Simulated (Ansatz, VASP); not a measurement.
This is a calculation of BAs for Ansatz 0.2.0.

Contents of input.yaml:

```yaml
crystal:
  lattice:
    - [0.0, 2.3885, 2.3885]
    - [2.3885, 0.0, 2.3885]
    - [2.3885, 2.3885, 0.0]
  atoms:
    - { symbol: As, position: [0.75, 0.75, 0.75] }
    - { symbol: B, position: [0.0, 0.0, 0.0] }
kpoints:
  mp_grid: { grid: [10, 10, 10] }
scf:
  occupations: { method: gaussian, width: 0.021 }
hamiltonian:
  xc: pbe
  pseudopotentials: { kind: all_electron, lapw: { basis_error: 0.001 } }
output:
  forces: true
  stress: true
  eigenvalues: true
```

Potentials or basis: all-electron LAPW, scalar-relativistic.

The run is started by

```console
$ ansatz run input.yaml --threads 1 --pin off --max-ram 3072MiB --backend cpu --events-out ev --progress --plain --runs-dir out
```

**Question.** Translate it to VASP 6.6.1. Potentials there: VASP PAW PBE potentials, release 64 (As, B).

**Answer.** As run (the cutoff follows the program's own potentials):

The input INCAR:

```
SYSTEM = BAs
  PREC = Accurate
  ENCUT = 500
  EDIFF = 1E-6
  ISMEAR = 0
  SIGMA = 0.020999999999999998
  LREAL = .False.
  LASPH = .True.
  NELM = 120
  ALGO = Normal
  ISIF = 2
  LWAVE = .False.
  LCHARG = .False.
  GGA = PE
  NBANDS = 11
  GGA_COMPAT = .False.
```

Contents of KPOINTS:

```
Automatic mesh
0
Gamma
  10 10 10
  0 0 0
```

POSCAR

```
BAs
1.0
    0.0000000000      2.3885000000      2.3885000000
    2.3885000000      0.0000000000      2.3885000000
    2.3885000000      2.3885000000      0.0000000000
As B
1 1
Direct
    0.7500000000      0.7500000000      0.7500000000
    0.0000000000      0.0000000000      0.0000000000
```

Potentials or basis: VASP PAW PBE potentials, release 64 (As, B).

Run with:

```bash
$ cat potpaw_PBE.64/As/POTCAR potpaw_PBE.64/B/POTCAR > POTCAR
$ mpirun -np 1 vasp_std > vasp.out
```

Both were run:

|  | VASP | Ansatz | Ansatz less VASP |
| --- | --- | --- | --- |
| gap on the k mesh at the Fermi level (eV) | 1.18 | 1.19 | +0.011 |
| least direct gap on the mesh (eV) | 3.28 | 3.28 | +0.008 |
| pressure (GPa) | 3.4 | 2.7 | -0.69 |

Ansatz ran all-electron here, and VASP with PAW potentials.
